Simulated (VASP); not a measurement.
Here is a VASP 6.6.1 calculation.

File INCAR:

```
PREC = Accurate
ENCUT = 520
EDIFF = 1E-8
ISMEAR = -1
SIGMA = 0.08
LREAL = False
LASPH = True
NELM = 100
ALGO = Normal
ISIF = 2
LWAVE = False
LCHARG = False
GGA = CA
LEFG = True
NBANDS = 18
```

The input KPOINTS:

```
Automatic mesh
0
Gamma
  12 12 7
```

Contents of POSCAR:

```
Y
1.0
    3.6514992371      0.0000000000      0.0000000000
   -1.8257496185      3.1622911012      0.0000000000
    0.0000000000      0.0000000000      5.8623480000
Y
2
Direct
    0.3333333333      0.6666666667      0.2500000000
    0.6666666667      0.3333333333      0.7500000000
```

Potentials or basis: VASP PAW LDA potentials, release 64 (Y_sv).

Command:

```bash
$ cat potpaw_LDA.64/Y_sv/POTCAR > POTCAR
$ mpirun -np 1 vasp_std > vasp.out
```

Q: Estimate the pressure.

A: -4.6 GPa.

Q: Estimate the band gap on the k mesh.

A: Zero (band 11 reaches 3.43 eV, above the bottom of band 12 at 2.30 eV).

Stress tensor (GPa, compression positive):
```
-4.12  0.00  0.00
 0.00 -4.12  0.00
 0.00  0.00 -5.64
```

Caveat: the cell differs from its parent crystal (zz strain of +2 %); without QUAD_EFG the Cq values of the log hold for a quadrupole moment of 1 mb, not for the nuclei.
